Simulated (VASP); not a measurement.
Wanted: the native input for a VASP 6.6.1 run.

```yaml
Task: single point
Functional: r2SCAN
Potentials_or_basis: VASP PAW PBE potentials, release 64 (Pd, Ag, Se)
Cutoff: 520 eV
k_mesh: 5 × 5 × 5
Occupations: methfessel-paxton, width 0.0314 eV
Spin: no spin polarisation
Dipole_correction: no
Further_INCAR_settings: ALGO = Normal; EDIFF = 1e-06; NBANDS = 43
```

AgPdSe2:

```
Pd Ag Se
1.0
     0.00000    5.93338    0.00000
     5.93338    0.00000    0.00000
     2.96669    2.96669   -5.65367
Pd Ag Se
2 2 4
Direct
  0.50000 0.50000 0.00000
  0.25000 0.75000 0.50000
  0.00000 0.00000 0.00000
  0.75000 0.25000 0.50000
  0.37500 0.40410 0.75000
  0.59590 0.12500 0.25000
  0.87500 0.84590 0.75000
  0.15410 0.62500 0.25000
```

These files were run (other wordings do the same):

POSCAR

```
AgPdSe2
1.0
    0.0000000000      5.9333783600      0.0000000000
    5.9333783600      0.0000000000      0.0000000000
    2.9666891800      2.9666891800     -5.6536736300
Pd Ag Se
2 2 4
Direct
    0.5000000000      0.5000000000      0.0000000000
    0.2500000000      0.7500000000      0.5000000000
    0.0000000000      0.0000000000      0.0000000000
    0.7500000000      0.2500000000      0.5000000000
    0.3750000000      0.4041039679      0.7500000000
    0.5958960321      0.1250000000      0.2500000000
    0.8750000000      0.8458960321      0.7500000000
    0.1541039679      0.6250000000      0.2500000000
```

INCAR.step1

```
ALGO = Normal
EDIFF = 1E-4
ENCUT = 520
GGA = PE
ISMEAR = 1
LASPH = T
LCHARG = F
LREAL = F
LWAVE = T
NBANDS = 43
NELM = 100
PREC = Accurate
SIGMA = 0.0314
```

INCAR.step2

```
ALGO = Normal
EDIFF = 1E-6
ENCUT = 520
ISIF = 2
ISMEAR = 1
ISTART = 1
LASPH = T
LCHARG = F
LMIXTAU = T
LREAL = F
LWAVE = F
METAGGA = R2SCAN
NBANDS = 43
NELM = 100
PREC = Accurate
SIGMA = 0.0314
```

KPOINTS

```
k-points
0
Gamma
  5 5 5
```

Potentials or basis: VASP PAW PBE potentials, release 64 (Pd, Ag, Se).

Run with:

```sh
$ cat potpaw_PBE.64/Pd/POTCAR potpaw_PBE.64/Ag/POTCAR potpaw_PBE.64/Se/POTCAR > POTCAR
$ cp INCAR.step1 INCAR
$ mpirun -np 1 vasp_std > vasp.out
$ cp INCAR.step2 INCAR
$ mpirun -np 1 vasp_std > vasp.out
```

Results of the run:

The pressure is -1.3 GPa. The largest force is 0.005 eV/Å and the band gap on the k mesh is zero (bands 33 and 34 overlap by 0.30 eV).

Caveat: the PAW data sets were made with another functional, which shifts forces and pressure a little.

Wall time 9.5 min on 1 thread of Intel(R) Xeon(R) Platinum 8259CL CPU @ 2.50GHz (Skylake/Cascade Lake), on a shared host, peak memory 0.47 GiB.
